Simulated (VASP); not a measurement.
# Se (Fm-3m) in VASP: further runs

The runs below take Se through single point, with PBE.

Everything below comes from runs of VASP 6.6.1. Logs are shortened: lines on timing, memory, paths and dates and some standing lists are left out, and cuts for length are marked.

**1. The cell of the first run**

Symmetry: Fm-3m, No. 225, cubic system. The conventional cell has a = 3.322 Å, b = 3.322 Å, c = 3.322 Å, α = 90.00°, β = 90.00°, γ = 90.00°. Within 3.1 Å of Se (site symmetry m-3m) lie 12 Se at 2.35 Å.

This isn't the form of Se at room conditions, which is trigonal, of chains.

**2. Single point, PBE (9.17 Å³/atom)**

Contents of POSCAR:

```
Se
1.0
    0.0000000000      1.6610881089      1.6610881089
    1.6610881089      0.0000000000      1.6610881089
    1.6610881089      1.6610881089      0.0000000000
Se
1
Direct
    0.0000000000      0.0000000000      0.0000000000
```

Contents of INCAR.step1:

```
SYSTEM = Se
ALGO = Normal ; EDIFF = 1E-6
ENCUT = 520 ; GGA = PE
ISIF = 2 ; ISMEAR = -1
LASPH = .TRUE. ; LCHARG = .TRUE.
LREAL = .FALSE. ; LWAVE = .FALSE.
NBANDS = 9 ; NELM = 60
PREC = Accurate ; SIGMA = 0.05
```

Contents of KPOINTS.step1:

```
k-points
0
G
  15 15 15
  0 0 0
```

Contents of INCAR.step2:

```
SYSTEM = Se
ALGO = Normal ; EDIFF = 1E-6
ENCUT = 520 ; GGA = PE
ICHARG = 11 ; ISIF = 2
ISMEAR = -5 ; LASPH = .TRUE.
LCHARG = .FALSE. ; LORBIT = 10
LREAL = .FALSE. ; LWAVE = .FALSE.
NBANDS = 9 ; NEDOS = 1001
NELM = 60 ; PREC = Accurate
SIGMA = 0.05
```

Contents of KPOINTS.step2:

```
k-points
0
G
  23 23 23
  0 0 0
```

Potentials or basis: VASP PAW PBE potentials, release 64 (Se).

Run with:

```bash
$ cat potpaw_PBE.64/Se/POTCAR > POTCAR
$ cp INCAR.step1 INCAR
$ cp KPOINTS.step1 KPOINTS
$ mpirun -np 1 vasp_std > vasp.out
$ cp INCAR.step2 INCAR
$ cp KPOINTS.step2 KPOINTS
$ mpirun -np 1 vasp_std > vasp.out
```

OUTCAR:

```text
SYSTEM = Se
   EDIFF = 1E-6
   ENCUT = 520
   GGA = PE
   ICHARG = 11
   ISIF = 2
   ISMEAR = -5
   LASPH = .TRUE.
   LORBIT = 10
   LREAL = .FALSE.
   NELM = 60
   PREC = Accurate

 ion  position               nearest neighbor table
   1  0.000  0.000  0.000-

  LATTYP: Found a face centered cubic cell.
 ALAT       =     3.3221762178

  Lattice vectors:

 A1 = (   0.0000000000,   1.6610881089,   1.6610881089)
 A2 = (   1.6610881089,   0.0000000000,   1.6610881089)
 A3 = (   1.6610881089,   1.6610881089,   0.0000000000)

Analysis of symmetry for initial positions (statically):
=====================================================================
 Subroutine PRICEL returns:
 Original cell was already a primitive cell.

 Routine SETGRP: Setting up the symmetry group for a
 face centered cubic supercell.

 Subroutine GETGRP returns: Found 48 space group operations
 (whereof 48 operations were pure point group operations)
 out of a pool of 48 trial point group operations.

The static configuration has the point symmetry O_h .

Analysis of symmetry for dynamics (positions and initial velocities):
=====================================================================
 Subroutine PRICEL returns:
 Original cell was already a primitive cell.

 Routine SETGRP: Setting up the symmetry group for a
 face centered cubic supercell.

 Subroutine GETGRP returns: Found 48 space group operations
 (whereof 48 operations were pure point group operations)
 out of a pool of 48 trial point group operations.

The dynamic configuration has the point symmetry O_h .

 Subroutine INISYM returns: Found 48 space group operations
 (whereof 48 operations are pure point group operations),
 and found     1 'primitive' translations

----------------------------------------------------------------------------------------

                                     Primitive cell

  volume of cell :       9.1666

  direct lattice vectors                    reciprocal lattice vectors
     0.000000000  1.661088109  1.661088109    -0.301007513  0.301007513  0.301007513
     1.661088109  0.000000000  1.661088109     0.301007513 -0.301007513  0.301007513
     1.661088109  1.661088109  0.000000000     0.301007513  0.301007513 -0.301007513

  length of vectors
     2.349133332  2.349133332  2.349133332     0.521360305  0.521360305  0.521360305

[... 85 lines left out ...]
   NFREE  =      0    steps in history (QN), initial steepest desc. (CG)
   ISIF   =      2    stress and relaxation
   ISYM   =      2    0-nonsym 1-usesym 2-fastsym
   POTIM  = 0.5000    time-step for ionic-motion
   TEBEG  =    0.0;   TEEND  =   0.0 temperature during run
   PSTRESS=    0.0 pullay stress
   NELECT =       6.0000    total number of electrons
   NUPDOWN=      -1.0000    fix difference up-down
   EMIN   =  10.00;   EMAX   =-10.00  energy-range for DOS
   EFERMI =   0.00;   METHOD = LEGACY
   ISMEAR =    -5;   SIGMA  =   0.05  broadening in eV -4-tet -1-fermi 0-gaus
   EFERMI_NEDOS =   21; number of points for ismear=-14 and -15
   IALGO  =     38    algorithm
   IMIX   =      4    mixing-type and parameters
     AMIX     =   0.40;   BMIX     =  1.00
     AMIX_MAG =   1.60;   BMIX_MAG =  1.00
  volume/ion in A,a.u.               =       9.17        61.86
  Fermi-wavevector in a.u.,A,eV,Ry     =   1.421421  2.686095 27.489705  2.020436
  Thomas-Fermi vector in A             =   2.542232
   LORBIT       =     10    0 simple, 1 ext, 2 COOP (PROOUT), +10 PAW based schemes
   GGA     = PE    functional components
   LHFCALC =     F    Hartree Fock is set to
   AEXX    =    0.0000 exact exchange contribution
   IVDW    =     0    specifies the selected vdW correction
   LEPSILON=     F    determine dielectric tensor
   LRPA    =     F    only Hartree local field effects (RPA)
 non-spin polarized calculation
 Fermi weights with tetrahedron method with Bloechl corrections
  energy-cutoff  :      520.00
  volume of cell :        9.17
 maximum number of plane-waves:       263
 NGX is ok and might be reduce to    18

 number of electron       5.9999999 magnetization

 Free energy of the ion-electron system (eV)
  ---------------------------------------------------
  ext. energy  EPLUGINS =         0.00000000
  ---------------------------------------------------
  free energy    TOTEN  =         2.84567887 eV

  energy without entropy =        2.84567887  energy(sigma->0) =        2.84567887

 E-fermi :  19.0106     XC(G=0): -14.5657

 val. band max:       19.2371004630   @ k =   0.3043   0.2609   0.0435
 cond. band min:      18.8211734023   @ k =  -0.1304   0.1739   0.0435
 fundamental gap:     -0.4159270607
 Fermi energy:        19.0106122887

 k-point     1 :       0.0000    0.0000    0.0000
  band No.  band energies     occupation
      1      -8.0740      2.00000
      2      28.9848      0.00000
      3      28.9848      0.00000
      4      28.9848      0.00000
      5      33.0694      0.00000
      6      33.0694      0.00000
      7      33.0694      0.00000
      8      34.8725      0.00000
      9      43.7711      0.00000
[... 265 lines left out ...]
 k-point    24 :      -0.4783    0.0435    0.0000
  band No.  band energies     occupation
      1       1.6342      2.00000
      2       3.1870      2.00000
      3      24.1586      0.00000
      4      24.7195      0.00000
      5      30.3307      0.00000
      6      31.5616      0.00000
      7      34.0737      0.00000
      8      34.8744      0.00000
      9      51.5457      0.00000

 [... further k-points ...]

------------------------ aborting loop because EDIFF is reached ----------------------------------------

  FORCE on cell =-STRESS in cart. coord.  units (eV):
  Direction    XX          YY          ZZ          XY          YZ          ZX
  --------------------------------------------------------------------------------------
  -------------------------------------------------------------------------------------
  Total       18.9758195     18.9758195     18.9758195     -0.0000000      0.0000000     -0.0000000
  in kB     3316.6765479   3316.6765479   3316.6765479     -0.0000000      0.0000000     -0.0000000
  external PRESSURE =    3316.6765479 kB  Pullay stress =       0.0000000 kB

 VOLUME and BASIS-vectors are now :
 -----------------------------------------------------------------------------
  energy-cutoff  :      520.00
  volume of cell :        9.17
      direct lattice vectors                 reciprocal lattice vectors
     0.000000000  1.661088109  1.661088109    -0.301007513  0.301007513  0.301007513
     1.661088109  0.000000000  1.661088109     0.301007513 -0.301007513  0.301007513
     1.661088109  1.661088109  0.000000000     0.301007513  0.301007513 -0.301007513

 POSITION                                       TOTAL-FORCE (eV/Angst)
 -----------------------------------------------------------------------------------
      0.00000      0.00000      0.00000         0.000000      0.000000      0.000000
 -----------------------------------------------------------------------------------
    total drift:                                0.000000      0.000000      0.000000

  FREE ENERGIE OF THE ION-ELECTRON SYSTEM (eV)
  ---------------------------------------------------
  free  energy   TOTEN  =         2.8456788725 eV

  energy  without entropy=        2.8456788725  energy(sigma->0) =        2.84567887

 total charge

# of ion       s       p       d       tot
------------------------------------------
    1        1.585   2.494   0.479   4.558
```

OSZICAR.step1:

```text
N       E                     dE             d eps       ncg     rms          rms(c)
DAV:   1     0.134810049639E+02    0.13481E+02   -0.36286E+03  2306   0.624E+02
DAV:   2     0.290616230286E+01   -0.10575E+02   -0.10036E+02  3062   0.850E+01
DAV:   3     0.277945890551E+01   -0.12670E+00   -0.12637E+00  2558   0.768E+00
DAV:   4     0.277939549648E+01   -0.63409E-04   -0.63404E-04  2965   0.172E-01
DAV:   5     0.277939549039E+01   -0.60973E-08   -0.78742E-08  2541   0.149E-03    0.152E+01
DAV:   6     0.282536147623E+01    0.45966E-01   -0.28505E-03  2765   0.433E-01    0.918E+00
DAV:   7     0.285081259327E+01    0.25451E-01   -0.57040E-03  2784   0.645E-01    0.871E-02
DAV:   8     0.285086519381E+01    0.52601E-04   -0.72773E-05  2549   0.564E-02    0.285E-02
DAV:   9     0.285086908719E+01    0.38934E-05   -0.67262E-06  2804   0.158E-02    0.690E-03
DAV:  10     0.285087010559E+01    0.10184E-05   -0.54584E-08  1380   0.253E-03    0.201E-03
DAV:  11     0.285087007312E+01   -0.32476E-07   -0.32798E-09  1177   0.486E-04
   1 F= 0.28508701E+01 E0= 0.28527391E+01  d E =-.373799E-02
```

Run time: 32 s. Hardware: 1 thread of Intel Xeon 8259CL, shared host; peak memory 0.14 GiB.

What came out:

| Property | Result |
| --- | --- |
| Valence electrons inside the program's atomic spheres | Se 4.56 |

Caveat: tetrahedron occupations give inexact forces and stress in metals.

**3. Single point, PBE**

This run uses another cell than the first one, of 20.37 Å³/atom.

Contents of POSCAR:

```
Se
1.0
    0.0000000000      2.1676466955      2.1676466955
    2.1676466955      0.0000000000      2.1676466955
    2.1676466955      2.1676466955      0.0000000000
Se
1
Direct
    0.0000000000      0.0000000000      0.0000000000
```

Contents of INCAR.step1:

```
SYSTEM = Se
PREC = Accurate ; ENCUT = 520
EDIFF = 1E-6 ; ISMEAR = -1
SIGMA = 0.05 ; LREAL = .False.
LASPH = .True. ; NELM = 80
ALGO = Normal ; ISIF = 2
LWAVE = .False. ; LCHARG = .True.
GGA = PE ; NBANDS = 9
```

Contents of KPOINTS.step1:

```
Automatic mesh
0
Gamma
  15 15 15
  0 0 0
```

Contents of INCAR.step2:

```
SYSTEM = Se
PREC = Accurate ; ENCUT = 520
EDIFF = 1E-6 ; ISMEAR = -5
SIGMA = 0.05 ; LREAL = .False.
LASPH = .True. ; NELM = 80
ALGO = Normal ; ISIF = 2
LWAVE = .False. ; LCHARG = .False.
GGA = PE ; LORBIT = 11
NEDOS = 2001 ; ICHARG = 11
```

Contents of KPOINTS.step2:

```
Automatic mesh
0
Gamma
  23 23 23
  0 0 0
```

Potentials or basis: VASP PAW PBE potentials, release 64 (Se).

Run with:

```bash
$ cat potpaw_PBE.64/Se/POTCAR > POTCAR
$ cp INCAR.step1 INCAR
$ cp KPOINTS.step1 KPOINTS
$ mpirun -np 1 vasp_std > vasp.out
$ cp INCAR.step2 INCAR
$ cp KPOINTS.step2 KPOINTS
$ mpirun -np 1 vasp_std > vasp.out
```

OUTCAR:

```text
SYSTEM = Se
   PREC = Accurate
   ENCUT = 520
   EDIFF = 1E-6
   ISMEAR = -5
   LREAL = .False.
   LASPH = .True.
   NELM = 80
   ISIF = 2
   GGA = PE
   LORBIT = 11
   ICHARG = 11

 ion  position               nearest neighbor table
   1  0.000  0.000  0.000-

  LATTYP: Found a face centered cubic cell.
 ALAT       =     4.3352933910

  Lattice vectors:

 A1 = (   0.0000000000,   2.1676466955,   2.1676466955)
 A2 = (   2.1676466955,   0.0000000000,   2.1676466955)
 A3 = (   2.1676466955,   2.1676466955,   0.0000000000)

Analysis of symmetry for initial positions (statically):
=====================================================================
 Subroutine PRICEL returns:
 Original cell was already a primitive cell.

 Routine SETGRP: Setting up the symmetry group for a
 face centered cubic supercell.

 Subroutine GETGRP returns: Found 48 space group operations
 (whereof 48 operations were pure point group operations)
 out of a pool of 48 trial point group operations.

The static configuration has the point symmetry O_h .

Analysis of symmetry for dynamics (positions and initial velocities):
=====================================================================
 Subroutine PRICEL returns:
 Original cell was already a primitive cell.

 Routine SETGRP: Setting up the symmetry group for a
 face centered cubic supercell.

 Subroutine GETGRP returns: Found 48 space group operations
 (whereof 48 operations were pure point group operations)
 out of a pool of 48 trial point group operations.

The dynamic configuration has the point symmetry O_h .

 Subroutine INISYM returns: Found 48 space group operations
 (whereof 48 operations are pure point group operations),
 and found     1 'primitive' translations

----------------------------------------------------------------------------------------

                                     Primitive cell
[... 113 lines left out ...]
  Fermi-wavevector in a.u.,A,eV,Ry     =   1.089248  2.058380 16.142783  1.186461
  Thomas-Fermi vector in A             =   2.225447
   LORBIT       =     11    0 simple, 1 ext, 2 COOP (PROOUT), +10 PAW based schemes
   GGA     = PE    functional components
   LHFCALC =     F    Hartree Fock is set to
   AEXX    =    0.0000 exact exchange contribution
   IVDW    =     0    specifies the selected vdW correction
   LEPSILON=     F    determine dielectric tensor
   LRPA    =     F    only Hartree local field effects (RPA)
 non-spin polarized calculation
 Fermi weights with tetrahedron method with Bloechl corrections
  energy-cutoff  :      520.00
  volume of cell :       20.37
 maximum number of plane-waves:       561

 number of electron       6.0000001 magnetization

 Free energy of the ion-electron system (eV)
  ---------------------------------------------------
  ext. energy  EPLUGINS =         0.00000000
  ---------------------------------------------------
  free energy    TOTEN  =        -2.77605579 eV

  energy without entropy =       -2.77605579  energy(sigma->0) =       -2.77605579

 E-fermi :   5.3871     XC(G=0): -10.5975

 val. band max:        5.4468610323   @ k =   0.2174   0.1739   0.0435
 cond. band min:       5.3954991738   @ k =   0.3913   0.3043   0.0435
 fundamental gap:     -0.0513618584
 Fermi energy:         5.3870501820

 k-point     1 :       0.0000    0.0000    0.0000
  band No.  band energies     occupation
      1     -10.6343      2.00000
      2       8.4101      0.00000
      3       8.4101      0.00000
      4       8.4101      0.00000
      5      16.4606      0.00000
      6      17.4184      0.00000
      7      17.4184      0.00000
[... 221 lines left out ...]
 k-point    24 :      -0.4783    0.0435    0.0000
  band No.  band energies     occupation
      1      -7.4276      2.00000
      2      -1.2414      2.00000
      3       6.9061      0.00000
      4       7.1118      0.00000
      5      14.0818      0.00000
      6      16.2139      0.00000
      7      16.6444      0.00000

 [... further k-points ...]

------------------------ aborting loop because EDIFF is reached ----------------------------------------

  FORCE on cell =-STRESS in cart. coord.  units (eV):
  Direction    XX          YY          ZZ          XY          YZ          ZX
  --------------------------------------------------------------------------------------
  -------------------------------------------------------------------------------------
  Total        0.0040240      0.0040240      0.0040240     -0.0000000     -0.0000000      0.0000000
  in kB        0.3165007      0.3165007      0.3165007     -0.0000000     -0.0000000      0.0000000
  external PRESSURE =       0.3165007 kB  Pullay stress =       0.0000000 kB

 VOLUME and BASIS-vectors are now :
 -----------------------------------------------------------------------------
  energy-cutoff  :      520.00
  volume of cell :       20.37
      direct lattice vectors                 reciprocal lattice vectors
     0.000000000  2.167646696  2.167646696    -0.230664896  0.230664896  0.230664896
     2.167646696  0.000000000  2.167646696     0.230664896 -0.230664896  0.230664896
     2.167646696  2.167646696  0.000000000     0.230664896  0.230664896 -0.230664896

 POSITION                                       TOTAL-FORCE (eV/Angst)
 -----------------------------------------------------------------------------------
      0.00000      0.00000      0.00000         0.000000      0.000000      0.000000
 -----------------------------------------------------------------------------------
    total drift:                                0.000000     -0.000000     -0.000000

  FREE ENERGIE OF THE ION-ELECTRON SYSTEM (eV)
  ---------------------------------------------------
  free  energy   TOTEN  =        -2.7760557860 eV

  energy  without entropy=       -2.7760557860  energy(sigma->0) =       -2.77605579

 total charge

# of ion       s       p       d       tot
------------------------------------------
    1        1.541   2.020   0.049   3.611
```

OSZICAR.step1:

```text
N       E                     dE             d eps       ncg     rms          rms(c)
DAV:   1     0.908028558597E+01    0.90803E+01   -0.28914E+03  2176   0.576E+02
DAV:   2    -0.252920950044E+01   -0.11609E+02   -0.11184E+02  2994   0.767E+01
DAV:   3    -0.278285545039E+01   -0.25365E+00   -0.25192E+00  2628   0.101E+01
DAV:   4    -0.278324818300E+01   -0.39273E-03   -0.39268E-03  2911   0.461E-01
DAV:   5    -0.278324847276E+01   -0.28976E-06   -0.28952E-06  2656   0.108E-02    0.299E+00
DAV:   6    -0.278077687007E+01    0.24716E-02   -0.33060E-03  2410   0.303E-01    0.176E+00
DAV:   7    -0.278030185455E+01    0.47502E-03   -0.53654E-03  2363   0.399E-01    0.841E-02
DAV:   8    -0.278030616631E+01   -0.43118E-05   -0.14209E-04  2425   0.723E-02    0.933E-03
DAV:   9    -0.278030634341E+01   -0.17709E-06   -0.13151E-06  2664   0.929E-03
   1 F= -.27803063E+01 E0= -.27766377E+01  d E =-.733730E-02
```

Wall time 42 s (1 thread of Intel Xeon 8259CL, shared host); peak memory 0.17 GiB.

Results:

```
Valence electrons inside the program's atomic spheres : Se 3.61
```

Levels at points of the mesh, in eV from the Fermi level:
```
           k point  band 1  band 2  band 3  band 4  band 5  band 6  band 7
(0.00, 0.00, 0.00)  -16.02    3.02    3.02    3.02   11.07   12.03   12.03
```

Caveat: tetrahedron occupations give inexact forces and stress in metals.
